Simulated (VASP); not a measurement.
C:

```xyz
8
Lattice="-2.2470 2.2470 2.2470 2.2470 -2.2470 2.2470 2.2470 2.2470 -2.2470" Properties=species:S:1:pos:R:3 pbc="T T T"
C    -0.1094    2.1376    0.1094
C     0.1094   -0.1094    2.1376
C     3.2611   -1.0141    1.0141
C    -1.0141    1.0141    3.2611
C     2.1376    0.1094   -0.1094
C     1.0141    3.2611   -1.0141
C     1.2328    1.2328    1.2328
C     0.1094    0.1094    0.1094
```

| Property | Result |
| --- | --- |
| Program | VASP 6.6.1 |
| Task | relaxation of cell and atoms |
| Functional | PBE |
| Potentials or basis | VASP PAW PBE potentials, release 64 (C) |
| Cutoff | 600 eV |
| k mesh | 6 × 6 × 6 |
| Occupations | gaussian, width 0.1 eV |
| Spin | no spin polarisation |

At the start: pressure 43.0 GPa; volume 5.67 Å³/atom.

Problem. Where does the relaxation end?

Solution. Over 3 steps the energy falls by 129.8 meV/atom and the volume is 6.79 Å³/atom (+19.8 %); space group I-43d (No. 220, to 0.05 Å).

Step by step:
```tsv
step	energy change (eV)	largest force (eV/Å)	pressure (GPa)	volume (Å³)
1	0.0000	0.0205	43.01	45.38
2	-1.0133	0.0177	-4.58	56.13
3	-1.0388	0.0229	0.14	54.35
```

Final structure:
```xyz
8
Lattice="-2.3863 2.3863 2.3863 2.3863 -2.3863 2.3863 2.3863 2.3863 -2.3863" Properties=species:S:1:pos:R:3 pbc="T T T"
C    -0.1156    2.2707    0.1156
C     0.1156   -0.1156    2.2707
C     3.4638   -1.0775    1.0775
C    -1.0775    1.0775    3.4638
C     2.2707    0.1156   -0.1156
C     1.0775    3.4638   -1.0775
C     1.3088    1.3088    1.3088
C     0.1156    0.1156    0.1156
```

Caveat: the volume moved by over 15 % at a fixed basis, so the end points are rough.
